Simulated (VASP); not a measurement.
# Sb (R-3m) in VASP: settings compared

Aim: see how the results for Sb move with the level of theory and the settings. Levels: PBE+D3(BJ), PBE+D4, r2SCAN+rVV10. Tasks: single point.

Everything below comes from runs of VASP 6.6.1. Logs are shortened: lines on timing, memory, paths and dates and some standing lists are left out, and cuts for length are marked.

## (1) The cell of the first run

The structure is trigonal, space group R-3m (No. 166). Conventional cell: a = 4.321 Å, b = 4.321 Å, c = 11.163 Å, α = 90.00°, β = 90.00°, γ = 120.00°. Sb (site symmetry 3m) has 6 Sb at 2.92 to 3.33 Å within 3.8 Å.

## (2) Single point, PBE+D3(BJ)

Contents of INCAR:

```
ALGO = Normal ; EDIFF = 1E-7
ENCUT = 520 ; GGA = PE
ISIF = 2 ; ISMEAR = -1
IVDW = 12 ; LASPH = True
LCHARG = True ; LELF = True
LREAL = False ; LVHAR = True
LWAVE = False ; NBANDS = 12
NELM = 100 ; PREC = Accurate
SIGMA = 0.02
```

Contents of KPOINTS:

```
k-points
0
Gamma
  6 6 6
```

Contents of POSCAR:

```
Sb
1.0
    2.1604782743      1.2473527133      3.7208431444
   -2.1604782743      1.2473527133      3.7208431444
    0.0000000000     -2.4947054265      3.7208431444
Sb
2
Direct
    0.2344242706      0.2344242706      0.2344242706
    0.7655757294      0.7655757294      0.7655757294
```

Potentials or basis: VASP PAW PBE potentials, release 64 (Sb).

On the command line:

```sh
cat potpaw_PBE.64/Sb/POTCAR > POTCAR
mpirun -np 1 vasp_std > vasp.out
```

OUTCAR:

```text
EDIFF = 1E-7
   ENCUT = 520
   GGA = PE
   ISIF = 2
   ISMEAR = -1
   IVDW = 12
   LASPH = True
   LREAL = False
   NELM = 100
   PREC = Accurate
 IVDW          = 12

 ion  position               nearest neighbor table
   1  0.234  0.234  0.234-   2 2.92   2 2.92   2 2.92   2 3.33   2 3.33   2 3.33
   2  0.766  0.766  0.766-   1 2.92   1 2.92   1 2.92   1 3.33   1 3.33   1 3.33

  LATTYP: Found a trigonal (rhomboedric) cell.
 ALAT       =     4.4797576799
 COS(alpha) =     0.5348202969

  Lattice vectors:

 A1 = (   2.1604782743,   1.2473527133,   3.7208431444)
 A2 = (  -2.1604782743,   1.2473527133,   3.7208431444)
 A3 = (   0.0000000000,  -2.4947054265,   3.7208431444)

Analysis of symmetry for initial positions (statically):
=====================================================================
 Subroutine PRICEL returns:
 Original cell was already a primitive cell.

 Routine SETGRP: Setting up the symmetry group for a
 trigonal (rhombohedral) supercell.

 Subroutine GETGRP returns: Found 12 space group operations
 (whereof 12 operations were pure point group operations)
 out of a pool of 12 trial point group operations.

The static configuration has the point symmetry D_3d.

Analysis of symmetry for dynamics (positions and initial velocities):
=====================================================================
 Subroutine PRICEL returns:
 Original cell was already a primitive cell.

 Routine SETGRP: Setting up the symmetry group for a
 trigonal (rhombohedral) supercell.

 Subroutine GETGRP returns: Found 12 space group operations
 (whereof 12 operations were pure point group operations)
 out of a pool of 12 trial point group operations.

The dynamic configuration has the point symmetry D_3d.

 Subroutine INISYM returns: Found 12 space group operations
 (whereof 12 operations are pure point group operations),
 and found     1 'primitive' translations

----------------------------------------------------------------------------------------

                                     Primitive cell

  volume of cell :      60.1633

  direct lattice vectors                    reciprocal lattice vectors
     2.160478274  1.247352713  3.720843144     0.231430237  0.133616310  0.089585430
    -2.160478274  1.247352713  3.720843144    -0.231430237  0.133616310  0.089585430
     0.000000000 -2.494705426  3.720843144     0.000000000 -0.267232620  0.089585430

  length of vectors
     4.479757680  4.479757680  4.479757680     0.281848935  0.281848935  0.281848935

  position of ions in fractional coordinates (direct lattice)
     0.234424271  0.234424271  0.234424271
     0.765575729  0.765575729  0.765575729

  ion indices of the primitive-cell ions
   primitive index   ion index
                 1           1
                 2           2

----------------------------------------------------------------------------------------

 KPOINTS: k-points

Automatic generation of k-mesh.
 Grid dimensions read from file:
 generate k-points for:    6    6    6

 Generating k-lattice:

  Cartesian coordinates                     Fractional coordinates (reciprocal lattice)
     0.038571706  0.022269385  0.014930905     0.166666667  0.000000000  0.000000000
    -0.038571706  0.022269385  0.014930905     0.000000000  0.166666667  0.000000000
     0.000000000 -0.044538770  0.014930905     0.000000000  0.000000000  0.166666667

  Length of vectors
     0.046974823  0.046974823  0.046974823

  Shift w.r.t. Gamma in fractional coordinates (k-lattice)
     0.000000000  0.000000000  0.000000000

 Subroutine IBZKPT returns following result:
 ===========================================

 Found     32 irreducible k-points:

 Following reciprocal coordinates:
            Coordinates               Weight
  0.000000  0.000000  0.000000      1.000000
  0.166667  0.000000  0.000000      6.000000
  0.333333  0.000000  0.000000      6.000000
  0.500000  0.000000  0.000000      3.000000
  0.166667  0.166667  0.000000      6.000000
  0.333333  0.166667  0.000000     12.000000
[... 16 lines left out ...]
  0.500000  0.500000  0.166667      6.000000
 -0.333333  0.500000  0.166667     12.000000
 [... further k-points ...]
   k-points           NKPTS =     32   k-points in BZ     NKDIM =     32   number of bands    NBANDS=     12
   number of dos      NEDOS =    301   number of ions     NIONS =      2
   total plane-waves  NPLWV =  46656
   dimension x,y,z NGX =    36 NGY =   36 NGZ =   36
   dimension x,y,z NGXF=    72 NGYF=   72 NGZF=   72
   ions per type =               2
   NGX,Y,Z   is equivalent  to a cutoff of  13.36, 13.36, 13.36 a.u.
   NGXF,Y,Z  is equivalent  to a cutoff of  26.72, 26.72, 26.72 a.u.
 SYSTEM =  unknown system
   PREC   = accura    normal or accurate (medium, high low for compatibility)
   ISTART =      0    job   : 0-new  1-cont  2-samecut
   ICHARG =      2    charge: 1-file 2-atom 10-const
   ISPIN  =      1    spin polarized calculation?
   LNONCOLLINEAR =      F non collinear calculations
   LSORBIT =      F    spin-orbit coupling
   LASPH  =      T    aspherical Exc in radial PAW
   ENCUT  =  520.0 eV  38.22 Ry    6.18 a.u.   8.33  8.33  8.33*2*pi/ulx,y,z
   NELM   =    100;   NELMIN=  2; NELMDL= -5     # of ELM steps
   EDIFF  = 0.1E-06   stopping-criterion for ELM
   LREAL  =      F    real-space projection
   EDIFFG = 0.1E-05   stopping-criterion for IOM
   NSW    =      0    number of steps for IOM
   IBRION =     -1    ionic relax: 0-MD 1-quasi-New 2-CG
   NFREE  =      0    steps in history (QN), initial steepest desc. (CG)
   ISIF   =      2    stress and relaxation
   ISYM   =      2    0-nonsym 1-usesym 2-fastsym
   POTIM  = 0.5000    time-step for ionic-motion
   TEBEG  =    0.0;   TEEND  =   0.0 temperature during run
   PSTRESS=    0.0 pullay stress
   NELECT =      10.0000    total number of electrons
   NUPDOWN=      -1.0000    fix difference up-down
   EMIN   =  10.00;   EMAX   =-10.00  energy-range for DOS
   EFERMI =   0.00;   METHOD = LEGACY
   ISMEAR =    -1;   SIGMA  =   0.02  broadening in eV -4-tet -1-fermi 0-gaus
   EFERMI_NEDOS =   21; number of points for ismear=-14 and -15
   IALGO  =     38    algorithm
   IMIX   =      4    mixing-type and parameters
     AMIX     =   0.40;   BMIX     =  1.00
     AMIX_MAG =   1.60;   BMIX_MAG =  1.00
  volume/ion in A,a.u.               =      30.08       203.00
  Fermi-wavevector in a.u.,A,eV,Ry     =   0.900114  1.700969 11.023514  0.810205
  Thomas-Fermi vector in A             =   2.023032
   LORBIT       =      0    0 simple, 1 ext, 2 COOP (PROOUT), +10 PAW based schemes
   GGA     = PE    functional components
   LHFCALC =     F    Hartree Fock is set to
   AEXX    =    0.0000 exact exchange contribution
   IVDW    =    12    specifies the selected vdW correction
   LEPSILON=     F    determine dielectric tensor
   LRPA    =     F    only Hartree local field effects (RPA)
 non-spin polarized calculation
  energy-cutoff  :      520.00
  volume of cell :       60.16
 maximum number of plane-waves:      1633
 NGX is ok and might be reduce to    36
   NGX = 17   NGY = 17   NGZ = 17

 number of electron      10.0000000 magnetization

 Free energy of the ion-electron system (eV)
  ---------------------------------------------------
  ext. energy  EPLUGINS =         0.00000000
  ---------------------------------------------------
  free energy    TOTEN  =        -8.26581885 eV

  energy without entropy =       -8.26485258  energy(sigma->0) =       -8.26533572

 E-fermi :   7.3688     XC(G=0):  -9.5537

 val. band max:        7.1300067328   @ k =   0.5000   0.0000   0.0000
 cond. band min:       7.3692925929   @ k =   0.5000   0.5000   0.5000
 fundamental gap:      0.2392858601
 Fermi energy:         7.3688030724

 k-point     1 :       0.0000    0.0000    0.0000
  band No.  band energies     occupation
      1      -5.3985      2.00000
      2       2.5612      2.00000
      3       5.3168      2.00000
      4       5.4994      2.00000
      5       5.4994      2.00000
      6       9.4908      0.00000
      7      10.0664      0.00000
      8      10.0664      0.00000
      9      12.3352      0.00000
     10      12.3352      0.00000
     11      12.5109      0.00000
     12      13.9154      0.00000

 k-point     2 :       0.1667    0.0000    0.0000
  band No.  band energies     occupation
      1      -5.0927      2.00000
      2       1.3495      2.00000
      3       5.3541      2.00000
      4       5.4534      2.00000
      5       5.9953      2.00000
      6       9.1355      0.00000
      7       9.3446      0.00000
      8       9.3535      0.00000
      9      11.8516      0.00000
     10      12.3867      0.00000
     11      12.6398      0.00000
     12      15.6091      0.00000

 k-point     3 :       0.3333    0.0000    0.0000
  band No.  band energies     occupation
      1      -4.1933      2.00000
      2      -0.7187      2.00000
      3       5.4225      2.00000
      4       5.4606      2.00000
      5       6.5297      2.00000
      6       7.9981      0.00000
      7       8.1345      0.00000
      8       8.2236      0.00000
      9      13.0359      0.00000
     10      13.7612      0.00000
     11      14.2125      0.00000
     12      17.9866      0.00000
[... 286 lines left out ...]
 k-point    23 :       0.5000    0.5000    0.1667
  band No.  band energies     occupation
      1      -3.2907      2.00000
      2      -0.7996      2.00000
      3       2.1821      2.00000
      4       3.9615      2.00000
      5       4.3510      2.00000
      6       9.5835      0.00000
      7      11.0964      0.00000
      8      12.0088      0.00000
      9      13.0585      0.00000
     10      16.1865      0.00000
     11      16.5154      0.00000
     12      17.0684      0.00000

 k-point    24 :      -0.3333    0.5000    0.1667
  band No.  band energies     occupation
      1      -2.7106      2.00000
      2      -1.3653      2.00000
      3       1.9856      2.00000
      4       2.8865      2.00000
      5       5.4930      2.00000
      6       9.2704      0.00000
      7      10.6202      0.00000
      8      12.9935      0.00000
      9      13.3215      0.00000
     10      14.3736      0.00000
     11      17.1487      0.00000
     12      17.9839      0.00000

 [... further k-points ...]

------------------------ aborting loop because EDIFF is reached ----------------------------------------

 Edisp (eV)   -0.94919

 E8    (eV) :    -0.4429

  FORCE on cell =-STRESS in cart. coord.  units (eV):
  Direction    XX          YY          ZZ          XY          YZ          ZX
  --------------------------------------------------------------------------------------
  -------------------------------------------------------------------------------------
  Total       0.02504     0.02504     0.01609     0.00000     0.00000    -0.00000
  in kB       0.66683     0.66683     0.42835     0.00000     0.00000    -0.00000
  external pressure =        0.59 kB  Pullay stress =        0.00 kB

 VOLUME and BASIS-vectors are now :
 -----------------------------------------------------------------------------
  energy-cutoff  :      520.00
  volume of cell :       60.16
      direct lattice vectors                 reciprocal lattice vectors
     2.160478274  1.247352713  3.720843144     0.231430237  0.133616310  0.089585430
    -2.160478274  1.247352713  3.720843144    -0.231430237  0.133616310  0.089585430
     0.000000000 -2.494705426  3.720843144     0.000000000 -0.267232620  0.089585430

 POSITION                                       TOTAL-FORCE (eV/Angst)
 -----------------------------------------------------------------------------------
      0.00000      0.00000      2.61677         0.000000      0.000000      0.036774
      0.00000      0.00000      8.54576         0.000000     -0.000000     -0.036774
 -----------------------------------------------------------------------------------
    total drift:                                0.000000     -0.000000     -0.000000

  FREE ENERGIE OF THE ION-ELECTRON SYSTEM (eV)
  ---------------------------------------------------
  free  energy   TOTEN  =        -9.2150123059 eV

  energy  without entropy=       -9.2140460444  energy(sigma->0) =       -9.21452918
```

Run time: 17 s. Hardware: 1 thread of Intel Xeon Platinum 8488C (Sapphire Rapids), shared host; peak memory 0.21 GiB.

What came out:

```yaml
Free_energy: -9.2150 eV
Pressure: 0.1 GPa
Largest_force: 0.037 eV/Å
Band_gap_on_the_k_mesh: zero (band 5 reaches 7.38 eV, above the bottom of band 6 at 7.13 eV)
Dispersion_energy_per_atom: -0.475 eV
```

Forces in eV/Å, atoms in the order of the input:
```
Sb   0.000  0.000  0.037
Sb   0.000  0.000 -0.037
```

Levels at points of the mesh, in eV from the Fermi level:
```tsv
k point	band 1	band 2	band 3	band 4	band 5	band 6	band 7	band 8	band 9	band 10
(0.00, 0.00, 0.00)	-12.77	-4.81	-2.05	-1.87	-1.87	2.12	2.70	2.70	4.97	4.97
(0.50, 0.00, 0.00)	-10.39	-9.71	-1.92	-1.76	-0.35	-0.24	0.18	0.37	7.66	8.33
(0.50, 0.50, 0.00)	-10.39	-8.00	-5.53	-3.80	-3.74	1.51	4.94	5.45	6.97	8.67
(0.50, 0.50, 0.50)	-11.14	-9.08	-1.36	-1.36	-0.54	0.00	0.00	0.99	7.08	8.67
```

Caveat: spin-orbit coupling is left out, which moves the levels of the heavy elements; pairwise dispersion overbinds metals, which lowers pressure and volume.

## (3) Single point, PBE+D4

Contents of INCAR:

```
SYSTEM = Sb
  PREC = Accurate
  ENCUT = 520
  EDIFF = 1E-7
  ISMEAR = -1
  SIGMA = 0.02
  LREAL = .False.
  LASPH = .True.
  NELM = 60
  ALGO = Normal
  ISIF = 2
  LWAVE = .False.
  LCHARG = .True.
  GGA = PE
  IVDW = 13
  LELF = .True.
  LVHAR = .True.
  NBANDS = 12
```

Contents of KPOINTS:

```
regular mesh
0
Gamma
  6 6 6
  0 0 0
```

POSCAR is that of step 2.

Potentials or basis: VASP PAW PBE potentials, release 64 (Sb).

On the command line:

```sh
cat potpaw_PBE.64/Sb/POTCAR > POTCAR
mpirun -np 1 vasp_std > vasp.out
```

It took 19 s on 1 thread of Intel Xeon Platinum 8488C (Sapphire Rapids), shared host; peak memory 0.2 GiB.

The run converged. Its results:

* Free energy: -9.2905 eV
* Pressure: 0.0 GPa
* Largest force: 0.034 eV/Å
* Band gap on the k mesh: zero (band 5 reaches 7.38 eV, above the bottom of band 6 at 7.13 eV)
* Dispersion energy per atom: -0.512 eV

Forces on the atoms (eV/Å):
```
Sb   0.000  0.000  0.034
Sb   0.000  0.000 -0.034
```

Levels at points of the mesh, in eV from the Fermi level:
| k point | band 1 | band 2 | band 3 | band 4 | band 5 | band 6 | band 7 | band 8 | band 9 | band 10 |
| --- | --- | --- | --- | --- | --- | --- | --- | --- | --- | --- |
| (0.00, 0.00, 0.00) | -12.77 | -4.81 | -2.05 | -1.87 | -1.87 | 2.12 | 2.70 | 2.70 | 4.97 | 4.97 |
| (0.50, 0.00, 0.00) | -10.39 | -9.71 | -1.92 | -1.76 | -0.35 | -0.24 | 0.18 | 0.37 | 7.66 | 8.33 |
| (0.50, 0.50, 0.00) | -10.39 | -8.00 | -5.53 | -3.80 | -3.74 | 1.51 | 4.94 | 5.45 | 6.97 | 8.67 |
| (0.50, 0.50, 0.50) | -11.14 | -9.08 | -1.36 | -1.36 | -0.54 | 0.00 | 0.00 | 0.99 | 7.08 | 8.67 |

Caveat: spin-orbit coupling is left out, which moves the levels of the heavy elements; pairwise dispersion overbinds metals, which lowers pressure and volume.

## (4) Single point, r2SCAN+rVV10

This run uses another cell than the first one, of 31.06 Å³/atom, 1.033 times its volume.

Contents of POSCAR:

```
Sb
1.0
    2.1647005704      1.2497904571      3.8274116321
   -2.1647005704      1.2497904571      3.8274116321
    0.0000000000     -2.4995809141      3.8274116321
Sb
2
Direct
    0.2315156446      0.2315156446      0.2315156446
    0.7684843554      0.7684843554      0.7684843554
```

Contents of INCAR.step1:

```
  PREC = Accurate
  ENCUT = 520
  ISMEAR = -1
  SIGMA = 0.02
  LREAL = F
  LASPH = T
  NELM = 80
  NBANDS = 12
  GGA = PE
  ALGO = Normal
  EDIFF = 1E-4
  LWAVE = T
  LCHARG = F
```

Contents of INCAR.step2:

```
  PREC = Accurate
  ENCUT = 520
  EDIFF = 1E-6
  ISMEAR = -1
  SIGMA = 0.02
  LREAL = F
  LASPH = T
  NELM = 80
  ALGO = Normal
  ISIF = 2
  LWAVE = F
  LCHARG = T
  METAGGA = R2SCAN
  LMIXTAU = T
  LUSE_VDW = T
  IVDW_NL = 2
  BPARAM = 11.95
  CPARAM = 0.0093
  LELF = T
  LVHAR = T
  NBANDS = 12
  ISTART = 1
```

Contents of KPOINTS:

```
regular mesh
0
Gamma
  6 6 6
```

On the command line:

```sh
cat potpaw_PBE.64/Sb/POTCAR > POTCAR
cp INCAR.step1 INCAR
mpirun -np 1 vasp_std > vasp.out
cp INCAR.step2 INCAR
mpirun -np 1 vasp_std > vasp.out
```

It took 2.5 min on 1 thread of Intel Xeon Platinum 8488C (Sapphire Rapids), shared host; peak memory 0.39 GiB.

Results (log left out):

```
Free energy            : -51.1024 eV
Pressure               : 0.3 GPa
Largest force          : 0.061 eV/Å
Band gap on the k mesh : zero (band 5 reaches 6.98 eV, above the bottom of band 6 at 6.79 eV)
```

Forces on the atoms (eV/Å):
```
Sb   0.000  0.000  0.061
Sb   0.000  0.000 -0.061
```

Stress tensor (GPa, compression positive):
```
0.35 0.00 0.00
0.00 0.35 0.00
0.00 0.00 0.27
```

Levels at points of the mesh, in eV from the Fermi level:
| k point | band 3 | band 4 | band 5 | band 6 | band 7 | band 8 |
| --- | --- | --- | --- | --- | --- | --- |
| (0.00, 0.00, 0.00) | -2.31 | -2.04 | -2.04 | 1.86 | 2.60 | 2.60 |
| (0.50, 0.00, 0.00) | -2.32 | -2.19 | -0.41 | -0.19 | 0.27 | 0.62 |
| (0.50, 0.50, 0.00) | -5.57 | -3.96 | -3.90 | 1.57 | 4.95 | 5.76 |
| (0.50, 0.50, 0.50) | -1.58 | -1.58 | -0.49 | 0.16 | 0.16 | 1.27 |

Caveat: the PAW data sets were made with another functional, which shifts forces and pressure a little; spin-orbit coupling is left out, which moves the levels of the heavy elements.

## (5) Overview

| level | cell | gap on the mesh (eV) | pressure (GPa) | largest force (eV/Å) |
| --- | --- | --- | --- | --- |
| PBE+D3(BJ) | a = 4.480 Å, angles 57.7°, 2 atoms | none | 0.1 | 0.04 |
| PBE+D4 | a = 4.480 Å, angles 57.7°, 2 atoms | none | 0.0 | 0.03 |
| r2SCAN+rVV10 | a = 4.571 Å, angles 56.5°, 2 atoms | none | 0.3 | 0.06 |

Alike in all rows: task single point; potentials or basis VASP PAW PBE potentials, release 64 (Sb); no spin polarisation; k mesh 6 × 6 × 6; cutoff (eV) 520; smearing fermi-dirac 0.02 eV.

Caveats: spin-orbit coupling is left out, which moves the levels of the heavy elements; pairwise dispersion overbinds metals, which lowers pressure and volume (some runs); the PAW data sets were made with another functional, which shifts forces and pressure a little (some runs).

Total energies depend on the potentials used, so only differences within one code and one set of settings carry meaning.
